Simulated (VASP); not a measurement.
Na, 1 atom in the cell. It takes space group Im-3m (No. 229, cubic). The conventional cell has a = 4.197 Å, b = 4.197 Å, c = 4.197 Å, α = 90.00°, β = 90.00°, γ = 90.00°. Na (site symmetry m-3m) has 14 Na at 3.63 to 4.20 Å within 4.8 Å. 

```yaml
Program: VASP 6.6.1
Task: single point
Functional: PBE
Potentials_or_basis: VASP PAW PBE potentials, release 64 (Na_pv)
Cutoff: 520 eV
k_mesh: 11 × 11 × 11
Occupations: methfessel-paxton, width 0.03 eV
Spin: no spin polarisation
Dipole_correction: no
Further_INCAR_settings: ALGO = Normal; EDIFF = 1e-06; NBANDS = 10
```

Potentials or basis: VASP PAW PBE potentials, release 64 (Na_pv).

Command:

```console
$ cat potpaw_PBE.64/Na_pv/POTCAR > POTCAR
$ mpirun -np 1 vasp_std > vasp.out
```

Hardware: 1 thread of AMD EPYC 7R13, on a shared host.

Question: Estimate the wall time of this run.

Answer: Wall time 24 s on 1 thread of AMD EPYC 7R13, with other jobs on the host, peak memory 0.13 GiB. Counts: scf iterations 9, k points 56.
